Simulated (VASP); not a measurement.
# HfC (rocksalt type) (Fm-3m) in VASP: further runs

Runs on HfC (rocksalt type). Level: PBE. Tasks: relaxation of cell and atoms.

Program: VASP 6.6.1. These are calculated values, not measurements. Logs are shortened: lines on timing, memory, paths and dates and some standing lists are left out, and cuts for length are marked.

### Step 1. The cell of the first run

Symmetry: Fm-3m, No. 225, cubic system. The conventional cell has a = 3.966 Å, b = 3.966 Å, c = 3.966 Å, α = 90.00°, β = 90.00°, γ = 90.00°. Hf (site symmetry m-3m) has 6 C at 1.98 Å within 2.6 Å. C (site symmetry m-3m) has 6 Hf at 1.98 Å within 2.6 Å.

### Step 2. Relaxation of cell and atoms, PBE, target pressure 280 GPa, at which the enthalpy is minimised

File INCAR:

```
SYSTEM = HfC
PREC = Accurate
ENCUT = 600
EDIFF = 1E-6
ISMEAR = -1
SIGMA = 0.05
LREAL = .False.
LASPH = .True.
NELM = 60
ALGO = Normal
ISIF = 3
LWAVE = .False.
LCHARG = .False.
GGA = PE
IBRION = 2
NSW = 60
EDIFFG = -0.005
PSTRESS = 2800.0
```

File KPOINTS:

```
Automatic mesh
0
Gamma
  18 18 18
  0 0 0
```

File POSCAR:

```
HfC
1.0
    0.0000000000      1.9830590233      1.9830590233
    1.9830590233      0.0000000000      1.9830590233
    1.9830590233      1.9830590233      0.0000000000
Hf C
1 1
Direct
    0.0000000000      0.0000000000      0.0000000000
    0.5000000000      0.5000000000      0.5000000000
```

Potentials or basis: VASP PAW PBE potentials, release 64 (Hf_pv, C).

Command:

```console
$ cat potpaw_PBE.64/Hf_pv/POTCAR potpaw_PBE.64/C/POTCAR > POTCAR
$ mpirun -np 1 vasp_std > vasp.out
```

OUTCAR:

```text
SYSTEM = HfC
   PREC = Accurate
   ENCUT = 600
   EDIFF = 1E-6
   ISMEAR = -1
   LREAL = .False.
   LASPH = .True.
   NELM = 60
   ISIF = 3
   GGA = PE
   IBRION = 2
   NSW = 60
   EDIFFG = -0.005
   PSTRESS = 2800.0

 ion  position               nearest neighbor table
   1  0.000  0.000  0.000-   2 1.98   2 1.98   2 1.98   2 1.98   2 1.98   2 1.98
   2  0.500  0.500  0.500-   1 1.98   1 1.98   1 1.98   1 1.98   1 1.98   1 1.98

  LATTYP: Found a face centered cubic cell.
 ALAT       =     3.9661180466

  Lattice vectors:

 A1 = (   0.0000000000,   1.9830590233,   1.9830590233)
 A2 = (   1.9830590233,   0.0000000000,   1.9830590233)
 A3 = (   1.9830590233,   1.9830590233,   0.0000000000)

Analysis of symmetry for initial positions (statically):
=====================================================================
 Subroutine PRICEL returns:
 Original cell was already a primitive cell.

 Routine SETGRP: Setting up the symmetry group for a
 face centered cubic supercell.

 Subroutine GETGRP returns: Found 48 space group operations
 (whereof 48 operations were pure point group operations)
 out of a pool of 48 trial point group operations.

The static configuration has the point symmetry O_h .

Analysis of symmetry for dynamics (positions and initial velocities):
=====================================================================
 Subroutine PRICEL returns:
 Original cell was already a primitive cell.

 Routine SETGRP: Setting up the symmetry group for a
 face centered cubic supercell.

 Subroutine GETGRP returns: Found 48 space group operations
 (whereof 48 operations were pure point group operations)
 out of a pool of 48 trial point group operations.

The dynamic configuration has the point symmetry O_h .

 Subroutine INISYM returns: Found 48 space group operations
 (whereof 48 operations are pure point group operations),
 and found     1 'primitive' translations

----------------------------------------------------------------------------------------

                                     Primitive cell

  volume of cell :      15.5969

  direct lattice vectors                    reciprocal lattice vectors
     0.000000000  1.983059023  1.983059023    -0.252135713  0.252135713  0.252135713
     1.983059023  0.000000000  1.983059023     0.252135713 -0.252135713  0.252135713
     1.983059023  1.983059023  0.000000000     0.252135713  0.252135713 -0.252135713

  length of vectors
     2.804468966  2.804468966  2.804468966     0.436711865  0.436711865  0.436711865

  position of ions in fractional coordinates (direct lattice)
     0.000000000  0.000000000  0.000000000
     0.500000000  0.500000000  0.500000000

  ion indices of the primitive-cell ions
   primitive index   ion index
                 1           1
                 2           2

----------------------------------------------------------------------------------------

 KPOINTS: Automatic mesh

Automatic generation of k-mesh.
 Grid dimensions read from file:
 generate k-points for:   18   18   18

 Generating k-lattice:

  Cartesian coordinates                     Fractional coordinates (reciprocal lattice)
    -0.014007540  0.014007540  0.014007540     0.055555556  0.000000000  0.000000000
     0.014007540 -0.014007540  0.014007540     0.000000000  0.055555556  0.000000000
     0.014007540  0.014007540 -0.014007540     0.000000000  0.000000000  0.055555556

  Length of vectors
     0.024261770  0.024261770  0.024261770

  Shift w.r.t. Gamma in fractional coordinates (k-lattice)
     0.000000000  0.000000000  0.000000000

 Subroutine IBZKPT returns following result:
 ===========================================

 Found    195 irreducible k-points:

 Following reciprocal coordinates:
            Coordinates               Weight
  0.000000  0.000000  0.000000      1.000000
  0.055556  0.000000  0.000000      8.000000
  0.111111  0.000000  0.000000      8.000000
  0.166667  0.000000  0.000000      8.000000
  0.222222  0.000000  0.000000      8.000000
  0.277778  0.000000  0.000000      8.000000
[... 16 lines left out ...]
 -0.277778  0.055556  0.000000     24.000000
 -0.222222  0.055556  0.000000     24.000000
 [... further k-points ...]
   k-points           NKPTS =    195   k-points in BZ     NKDIM =    195   number of bands    NBANDS=     11
   number of dos      NEDOS =    301   number of ions     NIONS =      2
   total plane-waves  NPLWV =  13824
   dimension x,y,z NGX =    24 NGY =   24 NGZ =   24
   dimension x,y,z NGXF=    48 NGYF=   48 NGZF=   48
   ions per type =               1   1
   NGX,Y,Z   is equivalent  to a cutoff of  14.23, 14.23, 14.23 a.u.
   NGXF,Y,Z  is equivalent  to a cutoff of  28.45, 28.45, 28.45 a.u.
 SYSTEM =  HfC
   PREC   = accura    normal or accurate (medium, high low for compatibility)
   ISTART =      0    job   : 0-new  1-cont  2-samecut
   ICHARG =      2    charge: 1-file 2-atom 10-const
   ISPIN  =      1    spin polarized calculation?
   LNONCOLLINEAR =      F non collinear calculations
   LSORBIT =      F    spin-orbit coupling
   LASPH  =      T    aspherical Exc in radial PAW
   ENCUT  =  600.0 eV  44.10 Ry    6.64 a.u.   5.60  5.60  5.60*2*pi/ulx,y,z
   NELM   =     60;   NELMIN=  2; NELMDL= -5     # of ELM steps
   EDIFF  = 0.1E-05   stopping-criterion for ELM
   LREAL  =      F    real-space projection
   EDIFFG = -.5E-02   stopping-criterion for IOM
   NSW    =     60    number of steps for IOM
   IBRION =      2    ionic relax: 0-MD 1-quasi-New 2-CG
   NFREE  =      1    steps in history (QN), initial steepest desc. (CG)
   ISIF   =      3    stress and relaxation
   ISYM   =      2    0-nonsym 1-usesym 2-fastsym
   POTIM  = 0.5000    time-step for ionic-motion
   TEBEG  =    0.0;   TEEND  =   0.0 temperature during run
   PSTRESS= 2800.0 pullay stress
   NELECT =      14.0000    total number of electrons
   NUPDOWN=      -1.0000    fix difference up-down
   EMIN   =  10.00;   EMAX   =-10.00  energy-range for DOS
   EFERMI =   0.00;   METHOD = LEGACY
   ISMEAR =    -1;   SIGMA  =   0.05  broadening in eV -4-tet -1-fermi 0-gaus
   EFERMI_NEDOS =   21; number of points for ismear=-14 and -15
   IALGO  =     38    algorithm
   IMIX   =      4    mixing-type and parameters
     AMIX     =   0.40;   BMIX     =  1.00
     AMIX_MAG =   1.60;   BMIX_MAG =  1.00
  volume/ion in A,a.u.               =       7.80        52.63
  Fermi-wavevector in a.u.,A,eV,Ry     =   1.579205  2.984265 33.931416  2.493889
  Thomas-Fermi vector in A             =   2.679620
   LORBIT       =      0    0 simple, 1 ext, 2 COOP (PROOUT), +10 PAW based schemes
   GGA     = PE    functional components
   LHFCALC =     F    Hartree Fock is set to
   AEXX    =    0.0000 exact exchange contribution
   IVDW    =     0    specifies the selected vdW correction
   LEPSILON=     F    determine dielectric tensor
   LRPA    =     F    only Hartree local field effects (RPA)
 conjugate gradient relaxation of ions
 non-spin polarized calculation
  energy-cutoff  :      600.00
  volume of cell :       15.60
 maximum number of plane-waves:       534
   NGX = 11   NGY = 11   NGZ = 11

--------------------------------------- Ionic step        1  -------------------------------------------

 number of electron      14.0000000 magnetization

 Free energy of the ion-electron system (eV)
  ---------------------------------------------------
  ext. energy  EPLUGINS =         0.00000000
  ---------------------------------------------------
  free energy    TOTEN  =       -15.22214790 eV

  energy without entropy =      -15.22046541  energy(sigma->0) =      -15.22130665

------------------------ aborting loop because EDIFF is reached ----------------------------------------

  FORCE on cell =-STRESS in cart. coord.  units (eV):
  Direction    XX          YY          ZZ          XY          YZ          ZX
  --------------------------------------------------------------------------------------
  -------------------------------------------------------------------------------------
  Total       28.3321873     28.3321873     28.3321873     -0.0000000      0.0000000      0.0000000
  in kB     2910.4072900   2910.4072900   2910.4072900     -0.0000000      0.0000000      0.0000000
  external PRESSURE =     110.4072900 kB  Pullay stress =    2800.0000000 kB
[... 23 lines left out ...]
  enthalpy is  TOTEN    =        12.0352482768 eV   P V=       27.2573961756

--------------------------------------- Ionic step        2  -------------------------------------------

 number of electron      14.0000000 magnetization

 E-fermi :   9.6311     XC(G=0): -14.3998

 val. band max:        9.5283797006   @ k =   0.2222   0.1667   0.0000
 cond. band min:       9.6945413774   @ k =   0.3333   0.2778   0.0556
 fundamental gap:      0.1661616768
 Fermi energy:         9.6311497530

 k-point     1 :       0.0000    0.0000    0.0000
  band No.  band energies     occupation
      1     -18.1727      2.00000
      2     -18.1727      2.00000
      3     -18.1727      2.00000
      4      -4.6867      2.00000
      5      10.7265      0.00000
      6      10.7265      0.00000
      7      10.7265      0.00000
      8      10.7296      0.00000
      9      10.7296      0.00000
     10      10.7296      0.00000
     11      14.1037      0.00000
[... 395 lines left out ...]
  enthalpy is  TOTEN    =        12.0301612805 eV   P V=       27.5278631947

--------------------------------------- Ionic step        4  -------------------------------------------

 number of electron      14.0000000 magnetization

 Free energy of the ion-electron system (eV)
  ---------------------------------------------------
  ext. energy  EPLUGINS =         0.00000000
  ---------------------------------------------------
  free energy    TOTEN  =       -15.48843278 eV

  energy without entropy =      -15.48681547  energy(sigma->0) =      -15.48762413

 E-fermi :  10.3822     XC(G=0): -14.7817

 val. band max:       10.3710736798   @ k =  -0.4444   0.5000   0.0556
 cond. band min:      10.4246545515   @ k =   0.2778   0.2222   0.0556
 fundamental gap:      0.0535808717
 Fermi energy:        10.3821654343

 k-point     1 :       0.0000    0.0000    0.0000
  band No.  band energies     occupation
      1     -17.1844      2.00000
      2     -17.1844      2.00000
      3     -17.1844      2.00000
      4      -4.2198      2.00000
      5      11.3256      0.00000
      6      11.3256      0.00000
      7      11.3256      0.00000
      8      11.4746      0.00000
      9      11.4746      0.00000
     10      11.4746      0.00000
     11      14.9908      0.00000
[... 351 lines left out ...]
  FREE ENERGIE OF THE ION-ELECTRON SYSTEM (eV)
  ---------------------------------------------------
  free  energy   TOTEN  =       -15.4884327806 eV

  energy  without entropy=      -15.4868154741  energy(sigma->0) =      -15.48762413

  enthalpy is  TOTEN    =        12.0301540389 eV   P V=       27.5185868196

 reached required accuracy - stopping structural energy minimisation
```

It took 2.7 min on 1 thread of AMD EPYC 7R43 (Zen 3), shared host; peak memory 0.17 GiB.

What came out:

```
Free energy                                            : -15.4884 eV
Relaxed volume                                         : 7.87 Å³/atom
Relaxed cell                                           : a = 2.813 Å, b = 2.813 Å, c = 2.813 Å, α = 60.00°, β = 60.00°, γ = 60.00°
Space group after relaxing (to 0.05 Å)                 : Fm-3m (No. 225)
Energy change on relaxing (the enthalpy is what falls) : -133.1 meV/atom
Ionic steps                                            : 4
Pressure after relaxing                                : 280.0 GPa
Band gap on the k mesh                                 : zero (band 7 reaches 11.33 eV, above the bottom of band 8 at 9.79 eV)
```

The path:
```
step  energy change (eV)  largest force (eV/Å)  pressure (GPa)  volume (Å³)
   1              0.0000                0.0000          291.04        15.60
   2             -1.9313                0.0000          210.21        16.84
   3             -0.2756                0.0000          279.61        15.75
   4             -0.2663                0.0000          280.02        15.75
```

Final structure:
```
Hf C
1.0
     0.00000    1.98937    1.98937
     1.98937    0.00000    1.98937
     1.98937    1.98937    0.00000
Hf C
1 1
Direct
  0.00000 0.00000 0.00000
  0.50000 0.50000 0.50000
```

Caveat: the cell is relaxed towards a set pressure, so the enthalpy falls and the energy may rise; spin-orbit coupling is left out, which moves the levels of the heavy elements.

(Continued in part 2 of 2.)
